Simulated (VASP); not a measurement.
# TiSi16 (a cell with a defect) in VASP: notebook, part 2 of 2

VASP 6.6.1. Earlier steps stand in the parts before.

**3. Single point, PBE**

INCAR reads:

```
PREC     = Accurate       # precision mode
ENCUT    = 520            # plane-wave cutoff, eV
EDIFF    = 1E-6           # SCF threshold, eV
ISMEAR   = -1             # smearing method
SIGMA    = 0.05           # smearing width, eV
LREAL    = Auto         
LASPH    = T              # aspherical terms in the spheres
NELM     = 60             # most SCF steps
ALGO     = Normal         # electronic algorithm
ISIF     = 2              # what is computed and relaxed
LWAVE    = F              # write WAVECAR
LCHARG   = T              # write CHGCAR
GGA      = PE             # functional
LELF     = T              # ELF
LVHAR    = T            
NBANDS   = 52             # bands
```

KPOINTS reads:

```
Automatic mesh
0
Gamma
  2 2 2
```

POSCAR reads:

```
TiSi16
1.0
    0.0000000000      5.4300000000      5.4300000000
    5.4300000000      0.0000000000      5.4300000000
    5.4300000000      5.4300000000      0.0000000000
Si Ti
16 1
Direct
    0.0143319521     -0.0409279006      0.0136509208
    0.1169682320      0.1202100368      0.1162531308
   -0.0275548803      0.0131953959      0.5075615101
    0.1169345304      0.1202711786      0.6472754144
   -0.0011230203      0.4924694291     -0.0000917127
    0.1370229282      0.5866015654      0.1382218232
   -0.0011217311      0.4925018416      0.5088152855
    0.1109649171      0.6361811234      0.6264798343
    0.5082979742      0.0130171271     -0.0281338858
    0.6479511971      0.1202898711      0.1162274401
    0.5082480663      0.0130322284      0.5075274401
    0.6116895028      0.1669465930      0.6110348066
    0.5076301105      0.4924409761      0.0000159300
    0.6254207182      0.6360463168      0.1120706262
    0.4873624309      0.5353099448      0.4886729282
    0.6254116022      0.6360602210      0.6265570902
    0.3524742173     -0.0553813996      0.3518069982
```

Potentials or basis: VASP PAW PBE potentials, release 64 (Si, Ti_sv).

The run is started by

```bash
$ cat potpaw_PBE.64/Si/POTCAR potpaw_PBE.64/Ti_sv/POTCAR > POTCAR
$ mpirun -np 1 vasp_std > vasp.out
```

OUTCAR:

```text
PREC = Accurate
   ENCUT = 520
   EDIFF = 1E-6
   ISMEAR = -1
   LREAL = Auto
   LASPH = T
   NELM = 60
   ISIF = 2
   GGA = PE

 ion  position               nearest neighbor table
   1  0.014  0.959  0.014-   2 2.31   4 2.31  10 2.31   6 2.34
   2  0.117  0.120  0.116-   1 2.31   5 2.34   3 2.46   9 2.46  17 2.60
   3  0.972  0.013  0.508-  12 2.27   8 2.37  17 2.41   4 2.46   2 2.46
   4  0.117  0.120  0.647-   1 2.31   7 2.34   3 2.46  11 2.46  17 2.60
   5  0.999  0.492  1.000-   6 2.33   2 2.34   8 2.34  14 2.35
   6  0.137  0.587  0.138-   5 2.33   7 2.33  13 2.33   1 2.34
   7  0.999  0.493  0.509-   6 2.33   4 2.34   8 2.34  16 2.35
   8  0.111  0.636  0.626-   5 2.34   7 2.34   3 2.37  15 2.37  17 3.00
   9  0.508  0.013  0.972-  12 2.27  14 2.37  17 2.41  10 2.46   2 2.46
  10  0.648  0.120  0.116-   1 2.31  13 2.34   9 2.46  11 2.46  17 2.60
  11  0.508  0.013  0.508-  12 2.27  16 2.37  17 2.41  10 2.46   4 2.46
  12  0.612  0.167  0.611-   3 2.27   9 2.27  11 2.27  15 2.31
  13  0.508  0.492  0.000-   6 2.33  10 2.34  14 2.35  16 2.35
  14  0.625  0.636  0.112-  13 2.35   5 2.35   9 2.37  15 2.37  17 2.99
  15  0.487  0.535  0.489-  12 2.31   8 2.37  14 2.37  16 2.37  17 2.57
  16  0.625  0.636  0.627-  13 2.35   7 2.35  11 2.37  15 2.37  17 2.99
  17  0.352  0.945  0.352-  11 2.41   9 2.41   3 2.41  15 2.57   2 2.60   4 2.60  10 2.60  16 2.99
[... 212 lines left out ...]
      6      -3.4989      2.00000
[... 413 lines left out ...]
     49       9.8905      0.00000
     50      10.5101      0.00000
 [bands above 50 left out]

------------------------ aborting loop because EDIFF is reached ----------------------------------------

  FORCE on cell =-STRESS in cart. coord.  units (eV):
  Direction    XX          YY          ZZ          XY          YZ          ZX
  --------------------------------------------------------------------------------------
  -------------------------------------------------------------------------------------
  Total        8.3297433      8.3543411      8.2771230      0.8697169      0.8821512     -0.8834336
  in kB       41.6785611     41.8016380     41.4152708      4.3517007      4.4139167     -4.4203331
  external PRESSURE =      41.6318233 kB  Pullay stress =       0.0000000 kB

 VOLUME and BASIS-vectors are now :
 -----------------------------------------------------------------------------
  energy-cutoff  :      520.00
  volume of cell :      320.21
      direct lattice vectors                 reciprocal lattice vectors
     0.000000000  5.430000000  5.430000000    -0.092081031  0.092081031  0.092081031
     5.430000000  0.000000000  5.430000000     0.092081031 -0.092081031  0.092081031
     5.430000000  5.430000000  0.000000000     0.092081031  0.092081031 -0.092081031

 POSITION                                       TOTAL-FORCE (eV/Angst)
 -----------------------------------------------------------------------------------
      5.28189      0.15195      5.28558         0.071745     -0.072784      0.067573
      1.28400      1.26639      1.28788         0.109028      0.051328      0.107798
      2.82771      8.03644      5.35203         0.119257     -0.121698      0.208151
      4.16778      4.14966      1.28803        -0.053855     -0.110168      0.106437
      8.10361     10.85340      8.09801         0.080480     -0.045334      0.085066
      3.93579      1.49458      3.92928         0.089028     -0.086924      0.092294
[... 9 lines left out ...]
      6.85601      6.79819      6.84979         0.100832     -0.038737      0.105160
      7.03959      3.82425      7.04321        -1.259751      1.259232     -1.271147
 -----------------------------------------------------------------------------------
    total drift:                               -0.004641      0.004484     -0.006800

  FREE ENERGIE OF THE ION-ELECTRON SYSTEM (eV)
  ---------------------------------------------------
  free  energy   TOTEN  =       -91.6944720233 eV

  energy  without entropy=      -91.6059760769  energy(sigma->0) =      -91.65022405
```

stdout:

```text
POSCAR found type information on POSCAR SiTi
 POSCAR found :  2 types and      17 ions
 scaLAPACK will be used
 LDA part: xc-table for (Slater+PW92), standard interpolation
 POSCAR, INCAR and KPOINTS ok, starting setup
 FFT: planning ... GRIDC
 FFT: planning ... GRID_SOFT
 FFT: planning ... GRID
 WAVECAR not read
 entering main loop
```

It took 2.5 min on 1 thread of Intel Xeon 6975P-C (Granite Rapids), shared host; peak memory 0.5 GiB.

Results:

```yaml
Free_energy: -91.6945 eV
Pressure: 4.2 GPa
Largest_force: 2.188 eV/Å
Band_gap_on_the_k_mesh: zero (bands 38 and 39 overlap by 0.31 eV)
```

Forces on the atoms (eV/Å):
```
Si   0.072 -0.073  0.068
Si   0.109  0.051  0.108
Si   0.119 -0.122  0.208
Si  -0.054 -0.110  0.106
Si   0.080 -0.045  0.085
Si   0.089 -0.087  0.092
Si   0.046 -0.079  0.086
Si   0.101 -0.100  0.048
Si   0.209 -0.124  0.119
Si   0.109 -0.110 -0.059
Si   0.124 -0.209  0.120
Si   0.052 -0.054  0.046
Si   0.081 -0.079  0.050
Si   0.041 -0.100  0.105
Si  -0.020  0.022 -0.016
Si   0.101 -0.039  0.105
Ti  -1.260  1.259 -1.271
```

Levels at points of the mesh, in eV from the Fermi level:
```csv
k point,band 33,band 34,band 35,band 36,band 37,band 38,band 39,band 40,band 41,band 42
"(0.00, 0.00, 0.00)",-1.54,-1.11,-1.11,-0.80,-0.60,-0.30,-0.30,-0.03,-0.03,0.16
"(0.50, 0.00, 0.00)",-1.85,-1.77,-1.36,-1.35,-0.18,0.00,0.14,0.42,0.61,0.76
"(0.00, 0.50, 0.00)",-2.05,-2.05,-1.36,-1.35,-0.27,-0.15,-0.15,0.66,0.67,0.86
"(0.00, 0.00, 0.50)",-1.85,-1.78,-1.36,-1.35,-0.18,0.01,0.14,0.42,0.61,0.76
"(0.50, 0.50, 0.50)",-1.85,-1.78,-1.36,-1.35,-0.18,0.01,0.14,0.42,0.62,0.76
"(0.50, 0.50, 0.00)",-2.34,-2.03,-1.95,-1.82,-0.43,0.01,0.40,0.81,1.08,1.10
"(0.00, 0.50, 0.50)",-2.34,-2.03,-1.95,-1.82,-0.42,0.02,0.40,0.81,1.08,1.09
"(0.50, 0.00, 0.50)",-2.34,-2.03,-1.95,-1.82,-0.42,0.02,0.40,0.81,1.08,1.09
```

Caveat: the k points lie up to 0.50 Å⁻¹ apart.
